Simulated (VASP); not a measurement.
# BaTiO3 in VASP: notebook

Runs on BaTiO3. Level: PBE. Tasks: single point.

Program: VASP 6.6.1. These are calculated values, not measurements. Logs are shortened: lines on timing, memory, paths and dates and some standing lists are left out, and cuts for length are marked.

## (1) The cell of the first run

The structure is tetragonal, space group P4mm (No. 99). The conventional cell has a = 4.000 Å, b = 4.000 Å, c = 4.018 Å, α = 90.00°, β = 90.00°, γ = 90.00°. Ba (site symmetry 4mm) has 12 O at 2.79 to 2.88 Å and 8 Ti at 3.45 to 3.49 Å within 3.7 Å. Within 2.5 Å of Ti (site symmetry 4mm) lie 6 O at 1.89 to 2.13 Å. O (site symmetry 4mm) has 2 Ti at 1.89 to 2.13 Å within 2.5 Å. Within 2.9 Å of O (site symmetry 2mm) lie 2 Ti at 2.00 Å and 4 Ba at 2.79 to 2.88 Å and 8 O at 2.83 to 2.84 Å.

## (2) Single point, PBE

The input, INCAR:

```
PREC = Accurate ; ENCUT = 910
EDIFF = 1E-6 ; ISMEAR = 0
SIGMA = 0.05 ; LREAL = F
LASPH = T ; NELM = 120
ALGO = Normal ; ISIF = 2
LWAVE = F ; LCHARG = F
GGA = PE ; NBANDS = 28
GGA_COMPAT = F
```

The input, KPOINTS:

```
Automatic mesh
0
Gamma
  6 6 6
```

The input, POSCAR:

```
BaTiO3
1.0
    3.9998000000      0.0000000000      0.0000000000
    0.0000000000      3.9998000000      0.0000000000
    0.0000000000      0.0000000000      4.0180000000
Ba Ti O
1 1 3
Direct
    0.0000000000      0.0000000000      0.0000000000
    0.5000000000      0.5000000000      0.4900000000
    0.5000000000      0.5000000000      0.0190000000
    0.5000000000      0.0000000000      0.5170000000
    0.0000000000      0.5000000000      0.5170000000
```

Potentials or basis: VASP PAW PBE potentials, release 64 (Ba_sv, Ti_sv, O_h).

On the command line:

```bash
$ cat potpaw_PBE.64/Ba_sv/POTCAR potpaw_PBE.64/Ti_sv/POTCAR potpaw_PBE.64/O_h/POTCAR > POTCAR
$ mpirun -np 1 vasp_std > vasp.out
```

OUTCAR:

```text
PREC = Accurate
   ENCUT = 910
   EDIFF = 1E-6
   ISMEAR = 0
   LREAL = F
   LASPH = T
   NELM = 120
   ISIF = 2
   GGA = PE

 ion  position               nearest neighbor table
   1  0.000  0.000  0.000-   4 2.79   5 2.79   5 2.79   4 2.79   3 2.83   3 2.83   3 2.83   3 2.83
                             4 2.88   5 2.88   5 2.88   4 2.88   2 3.45   2 3.45   2 3.45   2 3.45
   2  0.500  0.500  0.490-   3 1.89   4 2.00   5 2.00   4 2.00   5 2.00   3 2.13   1 3.45   1 3.45
                             1 3.45   1 3.45   1 3.49   1 3.49   1 3.49   1 3.49
   3  0.500  0.500  0.019-   2 1.89   2 2.13   1 2.83   1 2.83   1 2.83   1 2.83
   4  0.500  0.000  0.517-   2 2.00   2 2.00   1 2.79   1 2.79   1 2.88   1 2.88
   5  0.000  0.500  0.517-   2 2.00   2 2.00   1 2.79   1 2.79   1 2.88   1 2.88

  LATTYP: Found a simple tetragonal cell.
 ALAT       =     3.9998000000
 C/A-ratio  =     1.0045502275

  Lattice vectors:

 A1 = (   3.9998000000,   0.0000000000,   0.0000000000)
 A2 = (   0.0000000000,   3.9998000000,   0.0000000000)
 A3 = (   0.0000000000,   0.0000000000,   4.0180000000)

Analysis of symmetry for initial positions (statically):
=====================================================================
 Subroutine PRICEL returns:
 Original cell was already a primitive cell.

 Routine SETGRP: Setting up the symmetry group for a
 simple tetragonal supercell.

 Subroutine GETGRP returns: Found  8 space group operations
 (whereof  8 operations were pure point group operations)
 out of a pool of 16 trial point group operations.

The static configuration has the point symmetry C_4v.

Analysis of symmetry for dynamics (positions and initial velocities):
=====================================================================
 Subroutine PRICEL returns:
 Original cell was already a primitive cell.

 Routine SETGRP: Setting up the symmetry group for a
 simple tetragonal supercell.

 Subroutine GETGRP returns: Found  8 space group operations
 (whereof  8 operations were pure point group operations)
 out of a pool of 16 trial point group operations.

The dynamic configuration has the point symmetry C_4v.

 Subroutine INISYM returns: Found  8 space group operations
 (whereof  8 operations are pure point group operations),
 and found     1 'primitive' translations

----------------------------------------------------------------------------------------

                                     Primitive cell

  volume of cell :      64.2816

  direct lattice vectors                    reciprocal lattice vectors
     3.999800000  0.000000000  0.000000000     0.250012501  0.000000000  0.000000000
     0.000000000  3.999800000  0.000000000     0.000000000  0.250012501  0.000000000
     0.000000000  0.000000000  4.018000000     0.000000000  0.000000000  0.248880040

  length of vectors
     3.999800000  3.999800000  4.018000000     0.250012501  0.250012501  0.248880040

  position of ions in fractional coordinates (direct lattice)
     0.000000000  0.000000000  0.000000000
     0.500000000  0.500000000  0.490000000
     0.500000000  0.500000000  0.019000000
     0.500000000  0.000000000  0.517000000
     0.000000000  0.500000000  0.517000000

  ion indices of the primitive-cell ions
   primitive index   ion index
                 1           1
                 2           2
                 3           3
                 4           4
                 5           5

----------------------------------------------------------------------------------------

 KPOINTS: Automatic mesh

Automatic generation of k-mesh.
 Grid dimensions read from file:
 generate k-points for:    6    6    6

 Generating k-lattice:

  Cartesian coordinates                     Fractional coordinates (reciprocal lattice)
     0.041668750  0.000000000  0.000000000     0.166666667  0.000000000  0.000000000
     0.000000000  0.041668750  0.000000000     0.000000000  0.166666667  0.000000000
     0.000000000  0.000000000  0.041480007     0.000000000  0.000000000  0.166666667

  Length of vectors
     0.041668750  0.041668750  0.041480007

  Shift w.r.t. Gamma in fractional coordinates (k-lattice)
     0.000000000  0.000000000  0.000000000

 Subroutine IBZKPT returns following result:
 ===========================================

 Found     40 irreducible k-points:

 Following reciprocal coordinates:
            Coordinates               Weight
  0.000000  0.000000  0.000000      1.000000
  0.166667  0.000000  0.000000      4.000000
  0.333333  0.000000  0.000000      4.000000
  0.500000  0.000000  0.000000      2.000000
  0.166667  0.166667  0.000000      4.000000
  0.333333  0.166667  0.000000      8.000000
[... 16 lines left out ...]
  0.333333  0.000000  0.333333      8.000000
  0.500000  0.000000  0.333333      4.000000
 [... further k-points ...]
   k-points           NKPTS =     40   k-points in BZ     NKDIM =     40   number of bands    NBANDS=     28
   number of dos      NEDOS =    301   number of ions     NIONS =      5
   total plane-waves  NPLWV =  64000
   dimension x,y,z NGX =    40 NGY =   40 NGZ =   40
   dimension x,y,z NGXF=    80 NGYF=   80 NGZF=   80
   ions per type =               1   1   3
   NGX,Y,Z   is equivalent  to a cutoff of  16.63, 16.63, 16.55 a.u.
   NGXF,Y,Z  is equivalent  to a cutoff of  33.25, 33.25, 33.10 a.u.
 SYSTEM =  unknown system
   PREC   = accura    normal or accurate (medium, high low for compatibility)
   ISTART =      0    job   : 0-new  1-cont  2-samecut
   ICHARG =      2    charge: 1-file 2-atom 10-const
   ISPIN  =      1    spin polarized calculation?
   LNONCOLLINEAR =      F non collinear calculations
   LSORBIT =      F    spin-orbit coupling
   LASPH  =      T    aspherical Exc in radial PAW
   ENCUT  =  910.0 eV  66.88 Ry    8.18 a.u.   9.84  9.84  9.88*2*pi/ulx,y,z
   NELM   =    120;   NELMIN=  2; NELMDL= -5     # of ELM steps
   EDIFF  = 0.1E-05   stopping-criterion for ELM
   LREAL  =      F    real-space projection
   EDIFFG = 0.1E-04   stopping-criterion for IOM
   NSW    =      0    number of steps for IOM
   IBRION =     -1    ionic relax: 0-MD 1-quasi-New 2-CG
   NFREE  =      0    steps in history (QN), initial steepest desc. (CG)
   ISIF   =      2    stress and relaxation
   ISYM   =      2    0-nonsym 1-usesym 2-fastsym
   POTIM  = 0.5000    time-step for ionic-motion
   TEBEG  =    0.0;   TEEND  =   0.0 temperature during run
   PSTRESS=    0.0 pullay stress
   NELECT =      40.0000    total number of electrons
   NUPDOWN=      -1.0000    fix difference up-down
   EMIN   =  10.00;   EMAX   =-10.00  energy-range for DOS
   EFERMI =   0.00;   METHOD = LEGACY
   ISMEAR =     0;   SIGMA  =   0.05  broadening in eV -4-tet -1-fermi 0-gaus
   EFERMI_NEDOS =   21; number of points for ismear=-14 and -15
   IALGO  =     38    algorithm
   IMIX   =      4    mixing-type and parameters
     AMIX     =   0.40;   BMIX     =  1.00
     AMIX_MAG =   1.60;   BMIX_MAG =  1.00
  volume/ion in A,a.u.               =      12.86        86.76
  Fermi-wavevector in a.u.,A,eV,Ry     =   1.397653  2.641181 26.578078  1.953434
  Thomas-Fermi vector in A             =   2.520888
   LORBIT       =      0    0 simple, 1 ext, 2 COOP (PROOUT), +10 PAW based schemes
   GGA     = PE    functional components
   LHFCALC =     F    Hartree Fock is set to
   AEXX    =    0.0000 exact exchange contribution
   IVDW    =     0    specifies the selected vdW correction
   LEPSILON=     F    determine dielectric tensor
   LRPA    =     F    only Hartree local field effects (RPA)
 non-spin polarized calculation
 Gauss-broadening in eV      SIGMA  =   0.05
  energy-cutoff  :      910.00
  volume of cell :       64.28
 maximum number of plane-waves:      4032
 NGX is ok and might be reduce to    40
   NGX = 19   NGY = 19   NGZ = 19

 number of electron      40.0000003 magnetization

 Free energy of the ion-electron system (eV)
  ---------------------------------------------------
  ext. energy  EPLUGINS =         0.00000000
  ---------------------------------------------------
  free energy    TOTEN  =       -40.00704819 eV

  energy without entropy =      -40.00704819  energy(sigma->0) =      -40.00704819

 E-fermi :   4.4866     XC(G=0): -11.2458

 val. band max:        4.2030434611   @ k =   0.5000   0.5000   0.5000
 cond. band min:       5.9779580503   @ k =   0.0000   0.0000   0.0000
 fundamental gap:      1.7749145892
 Fermi energy:         4.4865958125

 k-point     1 :       0.0000    0.0000    0.0000
  band No.  band energies     occupation
      1     -52.3971      2.00000
      2     -28.6375      2.00000
      3     -28.6079      2.00000
      4     -28.6079      2.00000
      5     -20.6530      2.00000
      6     -12.7169      2.00000
[... 20 lines left out ...]
     27       9.2539      0.00000
     28      11.5077      0.00000

 k-point     2 :       0.1667    0.0000    0.0000
  band No.  band energies     occupation
      1     -52.3969      2.00000
      2     -28.6370      2.00000
      3     -28.6211      2.00000
      4     -28.6074      2.00000
      5     -20.6237      2.00000
      6     -12.7420      2.00000
[... 20 lines left out ...]
     27       9.7618      0.00000
     28      12.1570      0.00000

 k-point     3 :       0.3333    0.0000    0.0000
  band No.  band energies     occupation
      1     -52.3964      2.00000
      2     -28.6473      2.00000
      3     -28.6360      2.00000
      4     -28.6064      2.00000
      5     -20.5639      2.00000
      6     -12.8689      2.00000
[... 20 lines left out ...]
     27      10.9844      0.00000
     28      12.4573      0.00000

 k-point     4 :       0.5000    0.0000    0.0000
  band No.  band energies     occupation
      1     -52.3961      2.00000
      2     -28.6603      2.00000
      3     -28.6355      2.00000
      4     -28.6059      2.00000
      5     -20.5334      2.00000
      6     -12.9523      2.00000
[... 578 lines left out ...]
     27      11.4903      0.00000
     28      12.8195      0.00000

 k-point    23 :       0.3333    0.0000    0.3333
  band No.  band energies     occupation
      1     -52.3957      2.00000
      2     -28.6730      2.00000
      3     -28.6450      2.00000
      4     -28.6050      2.00000
      5     -20.5012      2.00000
      6     -12.5771      2.00000
[... 20 lines left out ...]
     27      12.5712      0.00000
     28      12.8549      0.00000

 k-point    24 :       0.5000    0.0000    0.3333
  band No.  band energies     occupation
      1     -52.3955      2.00000
      2     -28.6722      2.00000
      3     -28.6578      2.00000
      4     -28.6045      2.00000
      5     -20.4787      2.00000
      6     -12.5332      2.00000
[... 20 lines left out ...]
     27      12.3318      0.00000
     28      13.6133      0.00000

 [... further k-points ...]

------------------------ aborting loop because EDIFF is reached ----------------------------------------

  FORCE on cell =-STRESS in cart. coord.  units (eV):
  Direction    XX          YY          ZZ          XY          YZ          ZX
  --------------------------------------------------------------------------------------
  -------------------------------------------------------------------------------------
  Total        1.4373037      1.4373037      1.7986812      0.0000000     -0.0000000      0.0000000
  in kB       35.8238818     35.8238818     44.8309871      0.0000000     -0.0000000      0.0000000
  external PRESSURE =      38.8262503 kB  Pullay stress =       0.0000000 kB

 VOLUME and BASIS-vectors are now :
 -----------------------------------------------------------------------------
  energy-cutoff  :      910.00
  volume of cell :       64.28
      direct lattice vectors                 reciprocal lattice vectors
     3.999800000  0.000000000  0.000000000     0.250012501  0.000000000  0.000000000
     0.000000000  3.999800000  0.000000000     0.000000000  0.250012501  0.000000000
     0.000000000  0.000000000  4.018000000     0.000000000  0.000000000  0.248880040

 POSITION                                       TOTAL-FORCE (eV/Angst)
 -----------------------------------------------------------------------------------
      0.00000      0.00000      0.00000         0.000000      0.000000      0.077285
      1.99990      1.99990      1.96882        -0.000000     -0.000000     -0.136384
      1.99990      1.99990      0.07634         0.000000      0.000000      0.291668
      1.99990      0.00000      2.07731         0.000000      0.000000     -0.116284
      0.00000      1.99990      2.07731         0.000000     -0.000000     -0.116284
 -----------------------------------------------------------------------------------
    total drift:                                0.000000      0.000000     -0.000668

  FREE ENERGIE OF THE ION-ELECTRON SYSTEM (eV)
  ---------------------------------------------------
  free  energy   TOTEN  =       -40.0070481893 eV

  energy  without entropy=      -40.0070481893  energy(sigma->0) =      -40.00704819
```

It took 3.5 min on 1 thread of AMD EPYC 7R43 (Zen 3), shared host; peak memory 0.31 GiB.

What came out:

| Property | Result |
| --- | --- |
| Free energy | -40.0070 eV |
| Pressure | 3.9 GPa |
| Largest force | 0.292 eV/Å |
| Band gap on the k mesh | 1.77 eV (least direct gap 2.06 eV) |

Forces in eV/Å, atoms in the order of the input:
```
Ba   0.000  0.000  0.077
Ti   0.000  0.000 -0.136
O    0.000  0.000  0.292
O    0.000  0.000 -0.116
O    0.000  0.000 -0.116
```

Caveat: the cutoff is under 1.25 times the usual one of these potentials, so pressure, stress and relaxed cells hold a basis-set (Pulay) error; the cell stands under pressure; spin-orbit coupling is left out, which moves the levels of the heavy elements. A k mesh can miss the band edges.

## (3) Single point, PBE

INCAR is that of step 2.

The input, KPOINTS:

```
regular mesh
0
Gamma
  6 6 6
```

Changes to POSCAR since step 2:

```diff
@@ -9,3 +9,3 @@
     0.0000000000      0.0000000000      0.0000000000
-    0.5000000000      0.5000000000      0.4900000000
+    0.5076304336      0.4930892565      0.4970589825
     0.5000000000      0.5000000000      0.0190000000
```

Potentials or basis: VASP PAW PBE potentials, release 64 (Ba_sv, Ti_sv, O_h).

On the command line:

```bash
$ cat potpaw_PBE.64/Ba_sv/POTCAR potpaw_PBE.64/Ti_sv/POTCAR potpaw_PBE.64/O_h/POTCAR > POTCAR
$ mpirun -np 1 vasp_std > vasp.out
```

Run time: 7.3 min. Hardware: 1 thread of AMD EPYC 7R13 (Zen 3), shared host; peak memory 0.54 GiB.

The run converged. Its results:

- Free energy: -40.0015 eV
- Pressure: 3.7 GPa
- Largest force: 0.250 eV/Å
- Band gap on the k mesh: 1.81 eV (least direct gap 2.04 eV)

Forces in eV/Å, atoms in the order of the input:
```
Ba   0.104 -0.094  0.179
Ti   0.005 -0.005 -0.250
O    0.021 -0.019  0.242
O    0.017  0.133 -0.086
O   -0.146 -0.016 -0.086
```

Stress tensor (GPa, compression positive):
```
 3.69 -0.05 -0.08
-0.05  3.67  0.08
-0.08  0.08  3.74
```

Levels at points of the mesh, in eV from the valence-band top:
```csv
k point,band 16,band 17,band 18,band 19,band 20,band 21,band 22,band 23,band 24,band 25
"(0.00, 0.00, 0.00)",-1.17,-1.12,-0.26,-0.24,-0.23,1.81,1.92,1.93,3.97,4.01
"(0.50, 0.00, 0.00)",-1.96,-1.82,-1.75,-0.84,-0.78,2.06,3.50,3.53,3.99,5.90
"(0.00, 0.50, 0.00)",-1.96,-1.81,-1.75,-0.85,-0.79,2.06,3.50,3.53,3.99,5.90
"(0.50, 0.50, 0.00)",-2.71,-1.73,-0.90,-0.90,-0.09,3.53,3.54,3.94,4.72,7.66
"(0.00, 0.00, 0.50)",-1.97,-1.85,-1.83,-0.72,-0.71,1.97,3.52,3.53,3.98,5.96
"(0.50, 0.00, 0.50)",-2.68,-1.71,-0.90,-0.88,-0.13,3.52,3.53,3.92,4.80,7.62
"(0.00, 0.50, 0.50)",-2.68,-1.71,-0.90,-0.89,-0.13,3.52,3.53,3.92,4.80,7.62
"(0.50, 0.50, 0.50)",-2.41,-2.41,-0.04,-0.04,0.00,4.15,4.17,4.18,6.62,6.70
```

Caveat: the cutoff is under 1.25 times the usual one of these potentials, so pressure, stress and relaxed cells hold a basis-set (Pulay) error; the cell stands under pressure; spin-orbit coupling is left out, which moves the levels of the heavy elements. A hybrid or GW would open this gap; PBE tends to underestimate it.
